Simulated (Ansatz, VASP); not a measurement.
Os in VASP and in Ansatz

```
CELL_PARAMETERS angstrom
2.69715 0.00000 0.00000
-1.34857 2.33580 0.00000
0.00000 0.00000 4.26132
ATOMIC_POSITIONS crystal
Os 0.66667 0.33333 0.75000
Os 0.33333 0.66667 0.25000
```

Alike in both runs: task single point; functional SVWN5; k mesh 11 × 11 × 6; occupations fermi-dirac, width 0.05 eV; no spin polarisation.

|  | VASP | Ansatz |
| --- | --- | --- |
| version | VASP 6.6.1 | Ansatz 0.2.0 |
| potentials or method | VASP PAW PBE potentials, release 64 (Os) | Ansatz PAW |
| plane-wave cutoff (eV) | 520 | 420 |
| valence electrons in the cell | 16 | 32 |

```tsv
	VASP	Ansatz	Ansatz less VASP
gap on the k mesh at the Fermi level (eV)	none	none	-
pressure (GPa)	11.0	9.5	-1.51
traceless stress, the component that is largest in VASP (GPa)	0.49	0.54	+0.054
```

VASP's potentials were made for PBE, not for SVWN5. A gap of «none» marks a metal or a gap that the smearing closes. The functional is the same, so the differences come from potentials, cutoffs and numerics. VASP's potentials hold 16 valence electrons a cell and Ansatz's 32, so a difference there can come from the potentials and not from the codes.

Spin-orbit coupling is off throughout.
